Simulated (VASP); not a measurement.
Crystal: MgO.

```
CELL_PARAMETERS angstrom
3.32969 0.00000 0.00000
-1.66485 2.88360 0.00000
0.00000 0.00000 5.01588
ATOMIC_POSITIONS crystal
Mg 0.66667 0.33333 0.50216
Mg 0.33333 0.66667 0.00216
O 0.66667 0.33333 0.90244
O 0.33333 0.66667 0.40244
```

This cell differs from its parent crystal: volume scaled by 1.02.

Base run:

| Item | Value |
| --- | --- |
| Program | VASP 6.6.1 |
| Functional | PBEsol |
| Potentials or basis | VASP PAW PBE potentials, release 64 (Mg, O) |
| Cutoff | 520 eV |
| k mesh | 9 × 9 × 6 |
| Occupations | fermi-dirac, width 0.05 eV |
| Spin | no spin polarisation |

Its results: band gap on the k mesh 3.24 eV, direct; pressure -2.3 GPa; largest force 0.028 eV/Å.

Problem. The run is repeated on the same cell with these changes: functional from PBEsol to r2SCAN. What comes out?

Solution. Band gap on the k mesh 4.02 eV, direct; pressure -3.5 GPa; largest force 0.048 eV/Å.

r2SCAN gives the wider gap, since meta-GGAs in the generalised Kohn-Sham scheme recover part of the derivative discontinuity.

Caveats: the PAW data sets were made with another functional, which shifts forces and pressure a little.

A k mesh can miss the band edges.
